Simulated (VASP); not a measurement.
# Ni3AgC (Pm-3m) in VASP: single point with PBE

Aim: the single point of Ni3AgC with PBE.

All numbers are computed with VASP 6.6.1; they aren't measurements. Logs are shortened: lines on timing, memory, paths and dates and some standing lists are left out, and cuts for length are marked.

### 1 The cell of the first run

It takes space group Pm-3m (No. 221, cubic). Conventional cell: a = 3.836 Å, b = 3.836 Å, c = 3.836 Å, α = 90.00°, β = 90.00°, γ = 90.00°. Ag (site symmetry m-3m) has 12 Ni at 2.71 Å and 8 C at 3.32 Å within 3.6 Å. C (site symmetry m-3m) has 6 Ni at 1.92 Å within 2.5 Å. Ni (site symmetry 4/mmm) has 2 C at 1.92 Å within 2.5 Å.

### 2 Single point, PBE, collinear spin, ferromagnetic start

The input, INCAR:

```
PREC = Accurate
ENCUT = 520
EDIFF = 1E-6
ISMEAR = 0
SIGMA = 0.1
LREAL = F
LASPH = T
NELM = 150
ALGO = Normal
ISIF = 2
LWAVE = F
LCHARG = F
ISPIN = 2
MAGMOM = 0 0 1 1 1
LORBIT = 11
LMAXMIX = 4
GGA = PE
NBANDS = 34
```

The input, KPOINTS:

```
Automatic mesh
0
Gamma
  10 10 10
```

The input, POSCAR:

```
Ni3AgC
1.0
    3.8356006073      0.0000000000      0.0000000000
    0.0000000000      3.8356006073      0.0000000000
    0.0000000000      0.0000000000      3.8356006073
Ag C Ni
1 1 3
Direct
    0.0000000000      0.0000000000      0.0000000000
    0.5000000000      0.5000000000      0.5000000000
    0.5000000000      0.5000000000      0.0000000000
    0.5000000000      0.0000000000      0.5000000000
    0.0000000000      0.5000000000      0.5000000000
```

Potentials or basis: VASP PAW PBE potentials, release 64 (Ag, C, Ni).

Started as:

```bash
> cat potpaw_PBE.64/Ag/POTCAR potpaw_PBE.64/C/POTCAR potpaw_PBE.64/Ni/POTCAR > POTCAR
> mpirun -np 1 vasp_std > vasp.out
```

OUTCAR:

```text
PREC = Accurate
   ENCUT = 520
   EDIFF = 1E-6
   ISMEAR = 0
   LREAL = F
   LASPH = T
   NELM = 150
   ISIF = 2
   ISPIN = 2
   LORBIT = 11
   GGA = PE

 ion  position               nearest neighbor table
   1  0.000  0.000  0.000-   3 2.71   4 2.71   5 2.71   4 2.71   5 2.71   3 2.71   5 2.71   5 2.71
                             3 2.71   4 2.71   4 2.71   3 2.71
   2  0.500  0.500  0.500-   3 1.92   4 1.92   5 1.92   3 1.92   4 1.92   5 1.92
   3  0.500  0.500  0.000-   2 1.92   2 1.92   4 2.71   5 2.71   1 2.71   4 2.71   5 2.71   1 2.71
                             4 2.71   4 2.71   1 2.71   5 2.71   5 2.71   1 2.71
   4  0.500  0.000  0.500-   2 1.92   2 1.92   3 2.71   5 2.71   1 2.71   3 2.71   1 2.71   3 2.71
                             5 2.71   3 2.71   1 2.71   5 2.71   1 2.71   5 2.71
   5  0.000  0.500  0.500-   2 1.92   2 1.92   3 2.71   4 2.71   1 2.71   3 2.71   1 2.71   4 2.71
                             1 2.71   1 2.71   3 2.71   4 2.71   3 2.71   4 2.71

  LATTYP: Found a simple cubic cell.
 ALAT       =     3.8356006073

  Lattice vectors:

 A1 = (   3.8356006073,   0.0000000000,   0.0000000000)
 A2 = (   0.0000000000,   3.8356006073,   0.0000000000)
 A3 = (   0.0000000000,   0.0000000000,   3.8356006073)

Analysis of symmetry for initial positions (statically):
=====================================================================
 Subroutine PRICEL returns:
 Original cell was already a primitive cell.

 Routine SETGRP: Setting up the symmetry group for a
 simple cubic supercell.

 Subroutine GETGRP returns: Found 48 space group operations
 (whereof 48 operations were pure point group operations)
 out of a pool of 48 trial point group operations.

The static configuration has the point symmetry O_h .

Analysis of symmetry for dynamics (positions and initial velocities):
=====================================================================
 Subroutine PRICEL returns:
 Original cell was already a primitive cell.

 Routine SETGRP: Setting up the symmetry group for a
 simple cubic supercell.

 Subroutine GETGRP returns: Found 48 space group operations
 (whereof 48 operations were pure point group operations)
 out of a pool of 48 trial point group operations.

The dynamic configuration has the point symmetry O_h .

Analysis of structural, dynamic, and magnetic symmetry:
=====================================================================
 Subroutine PRICEL returns:
 Original cell was already a primitive cell.

 Routine SETGRP: Setting up the symmetry group for a
 simple cubic supercell.

 Subroutine GETGRP returns: Found 48 space group operations
 (whereof 48 operations were pure point group operations)
 out of a pool of 48 trial point group operations.

[... 135 lines left out ...]
   LEPSILON=     F    determine dielectric tensor
   LRPA    =     F    only Hartree local field effects (RPA)
 spin polarized calculation
 Gauss-broadening in eV      SIGMA  =   0.10
  energy-cutoff  :      520.00
  volume of cell :       56.43
 maximum number of plane-waves:      1568
 NGX is ok and might be reduce to    30
   NGX = 15   NGY = 15   NGZ = 15

 number of electron      45.0000031 magnetization       0.6329355

 Free energy of the ion-electron system (eV)
  ---------------------------------------------------
  ext. energy  EPLUGINS =         0.00000000
  ---------------------------------------------------
  free energy    TOTEN  =       -27.72508828 eV

  energy without entropy =      -27.70239503  energy(sigma->0) =      -27.71374166

 E-fermi :   8.7430     XC(G=0): -12.8243

 val. band max:        8.7421040420   @ k =   0.5000   0.3000   0.0000
 cond. band min:       8.7469411230   @ k =   0.5000   0.4000   0.4000
 fundamental gap:      0.0048370811
 Fermi energy:         8.7430419642

 spin component 1

 k-point     1 :       0.0000    0.0000    0.0000
  band No.  band energies     occupation
      1      -4.5395      1.00000
      2       2.6681      1.00000
      3       3.4674      1.00000
      4       3.4674      1.00000
      5       4.0081      1.00000
      6       4.0081      1.00000
[... 877 lines left out ...]
     33      20.4697      0.00000
     34      22.9542      0.00000

 [... further k-points ...]

 spin component 2

 k-point     1 :       0.0000    0.0000    0.0000
  band No.  band energies     occupation
      1      -4.4765      1.00000
      2       2.7193      1.00000
      3       3.4950      1.00000
      4       3.4950      1.00000
      5       4.0471      1.00000
      6       4.0471      1.00000
[... 877 lines left out ...]
     33      20.5186      0.00000
     34      22.9873      0.00000

 [... further k-points ...]
[... 5 lines left out ...]
  --------------------------------------------------------------------------------------
  -------------------------------------------------------------------------------------
  Total        0.0283637      0.0283637      0.0283637      0.0000000     -0.0000000      0.0000000
  in kB        0.8053303      0.8053303      0.8053303      0.0000000     -0.0000000      0.0000000
  external PRESSURE =       0.8053303 kB  Pullay stress =       0.0000000 kB

 VOLUME and BASIS-vectors are now :
 -----------------------------------------------------------------------------
  energy-cutoff  :      520.00
  volume of cell :       56.43
      direct lattice vectors                 reciprocal lattice vectors
     3.835600607  0.000000000  0.000000000     0.260715362  0.000000000  0.000000000
     0.000000000  3.835600607  0.000000000     0.000000000  0.260715362  0.000000000
     0.000000000  0.000000000  3.835600607     0.000000000  0.000000000  0.260715362

 POSITION                                       TOTAL-FORCE (eV/Angst)
 -----------------------------------------------------------------------------------
      0.00000      0.00000      0.00000         0.000000      0.000000      0.000000
      1.91780      1.91780      1.91780         0.000000      0.000000      0.000000
      1.91780      1.91780      0.00000         0.000000      0.000000      0.000000
      1.91780      0.00000      1.91780         0.000000      0.000000      0.000000
      0.00000      1.91780      1.91780         0.000000      0.000000      0.000000
 -----------------------------------------------------------------------------------
    total drift:                                0.000000      0.000000     -0.000000

  FREE ENERGIE OF THE ION-ELECTRON SYSTEM (eV)
  ---------------------------------------------------
  free  energy   TOTEN  =       -27.7250882820 eV

  energy  without entropy=      -27.7023950319  energy(sigma->0) =      -27.71374166

 total charge

# of ion       s       p       d       tot
------------------------------------------
    1        0.435   0.367   9.165   9.967
    2        0.888   1.496   0.000   2.384
    3        0.438   0.539   8.411   9.388
    4        0.438   0.539   8.411   9.388
    5        0.438   0.539   8.411   9.388
--------------------------------------------------
tot          2.638   3.481  34.398  40.517

 magnetization (x)

# of ion       s       p       d       tot
------------------------------------------
    1       -0.003   0.006  -0.006  -0.003
    2        0.003   0.030   0.000   0.033
    3        0.008   0.007   0.180   0.195
    4        0.008   0.007   0.180   0.195
    5        0.008   0.007   0.180   0.195
--------------------------------------------------
tot          0.025   0.056   0.534   0.614
```

OSZICAR:

```text
N       E                     dE             d eps       ncg     rms          rms(c)
DAV:   1     0.332062813865E+03    0.33206E+03   -0.20386E+04  7824   0.172E+03
DAV:   2    -0.609092088914E+01   -0.33815E+03   -0.31223E+03  7652   0.356E+02
DAV:   3    -0.330596386972E+02   -0.26969E+02   -0.25535E+02  8408   0.117E+02
DAV:   4    -0.338379624528E+02   -0.77832E+00   -0.77268E+00  8496   0.189E+01
DAV:   5    -0.338562644406E+02   -0.18302E-01   -0.18299E-01  8878   0.282E+00    0.248E+01
DAV:   6    -0.330405215015E+02    0.81574E+00   -0.38255E+01  9826   0.108E+02    0.246E+01
DAV:   7    -0.278479847678E+02    0.51925E+01   -0.22624E+01  9074   0.101E+02    0.728E+00
DAV:   8    -0.277616781890E+02    0.86307E-01   -0.14936E+00 10358   0.133E+01    0.358E+00
DAV:   9    -0.277263536823E+02    0.35325E-01   -0.84588E-02 11130   0.345E+00    0.110E+00
DAV:  10    -0.277252323926E+02    0.11213E-02   -0.11684E-02  8148   0.126E+00    0.481E-01
DAV:  11    -0.277250080803E+02    0.22431E-03   -0.70355E-04  8964   0.248E-01    0.183E-01
DAV:  12    -0.277250795285E+02   -0.71448E-04   -0.17946E-04 10162   0.190E-01    0.584E-02
DAV:  13    -0.277250873897E+02   -0.78612E-05   -0.30967E-05 11422   0.652E-02    0.297E-02
DAV:  14    -0.277250882820E+02   -0.89231E-06   -0.42454E-06  6816   0.243E-02
   1 F= -.27725088E+02 E0= -.27713742E+02  d E =-.226933E-01  mag=     0.6371
```

Run time: 2.4 min. Hardware: 1 thread of Intel Xeon Platinum 8488C (Sapphire Rapids), shared host; peak memory 0.3 GiB.

What came out:

```
Free energy                                           : -27.7251 eV
Pressure                                              : 0.1 GPa
Net moment                                            : 0.63 μB per cell
Site moments                                          : Ag -0.00; C +0.03; Ni +0.20 μB
Valence electrons inside the program's atomic spheres : Ag 9.97; C 2.38; Ni 9.39
```

Levels at points of the mesh, in eV from the Fermi level:
Spin up:
| k point | band 20 | band 21 | band 22 | band 23 | band 24 | band 25 | band 26 | band 27 |
| --- | --- | --- | --- | --- | --- | --- | --- | --- |
| (0.00, 0.00, 0.00) | -0.81 | -0.60 | -0.60 | -0.60 | -0.43 | 3.08 | 6.01 | 6.01 |
| (0.50, 0.00, 0.00) | -0.93 | -0.81 | -0.61 | 0.17 | 0.17 | 3.47 | 4.07 | 6.26 |
| (0.50, 0.50, 0.00) | -0.92 | -0.84 | -0.09 | -0.09 | 0.62 | 1.17 | 5.81 | 5.81 |
| (0.50, 0.50, 0.50) | -0.63 | -0.63 | -0.37 | -0.37 | -0.37 | 1.79 | 1.79 | 1.79 |
Spin down:
```tsv
k point	band 18	band 19	band 20	band 21	band 22	band 23	band 24	band 25	band 26	band 27
(0.00, 0.00, 0.00)	-0.53	-0.53	-0.53	-0.49	-0.49	-0.49	-0.22	3.19	6.05	6.05
(0.50, 0.00, 0.00)	-1.12	-0.98	-0.73	-0.53	-0.51	0.37	0.37	3.57	4.15	6.32
(0.50, 0.50, 0.00)	-1.23	-1.06	-0.80	-0.74	0.13	0.13	0.70	1.37	5.89	5.89
(0.50, 0.50, 0.50)	-0.51	-0.44	-0.44	-0.44	-0.35	-0.35	-0.35	1.95	1.95	1.95
```
